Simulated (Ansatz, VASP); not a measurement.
## BaZrO3: VASP beside Ansatz

Contents of INCAR:

```
SYSTEM = BaZrO3
PREC = Accurate
ENCUT = 520
EDIFF = 1E-7
ISMEAR = 0
SIGMA = 0.02
LREAL = .FALSE.
LASPH = .TRUE.
NELM = 60
ALGO = Normal
ISIF = 2
LWAVE = .FALSE.
LCHARG = .FALSE.
GGA = PE
NBANDS = 28
```

The input KPOINTS:

```
regular mesh
0
G
  6 6 6
  0 0 0
```

POSCAR

```
BaZrO3
1.0
    4.1000074701      0.0000000000      0.0000000000
    0.0000000000      4.1000074701      0.0000000000
    0.0000000000      0.0000000000      4.1000074701
Ba Zr O
1 1 3
Direct
    0.0000000000      0.0000000000      0.0000000000
    0.5000000000      0.5000000000      0.5000000000
    0.5000000000      0.0000000000      0.5000000000
    0.5000000000      0.5000000000      0.0000000000
    0.0000000000      0.5000000000      0.5000000000
```

Input for Ansatz:

```yaml
crystal:
  lattice:
    - [4.1000074701, 0.0, 0.0]
    - [0.0, 4.1000074701, 0.0]
    - [0.0, 0.0, 4.1000074701]
  atoms:
    - { symbol: Ba, position: [0.0, 0.0, 0.0] }
    - { symbol: Zr, position: [0.5, 0.5, 0.5] }
    - { symbol: O, position: [0.5, 0.0, 0.5] }
    - { symbol: O, position: [0.5, 0.5, 0.0] }
    - { symbol: O, position: [0.0, 0.5, 0.5] }
basis:
  ecutwfc: 420
kpoints:
  mp_grid: { grid: [6, 6, 6] }
hamiltonian:
  xc: pbe
scf:
  occupations: { method: gaussian, width: 0.02 }
output:
  forces: true
  stress: true
  eigenvalues: true
  write_density: true
  write_potential: true
  elf: true
  volumetric_format: npy
```

Change from the starting cell: equal strain along all axes, cell held, atoms relaxed: -3.0 %.

Alike in both runs: task single point; functional PBE; k mesh 6 × 6 × 6; occupations gaussian, width 0.02 eV; no spin polarisation.

```csv
,VASP,Ansatz
version,VASP 6.6.1,Ansatz 0.2.0
potentials or method,"VASP PAW PBE potentials, release 64 (Ba_sv, Zr_sv, O), cutoff 520 eV","scalar-relativistic, plane waves, PAW"
valence electrons in the cell,40,40
```

Ansatz gave:

* gap on the k mesh at the Fermi level (eV): 3.39
* least direct gap on the mesh (eV): 3.49
* pressure (GPa): 16.8

Task: Which values does VASP return?

Result: gap on the k mesh at the Fermi level (eV): 3.33; least direct gap on the mesh (eV): 3.46; pressure (GPa): 18.2.

Neither program's run includes spin-orbit coupling.
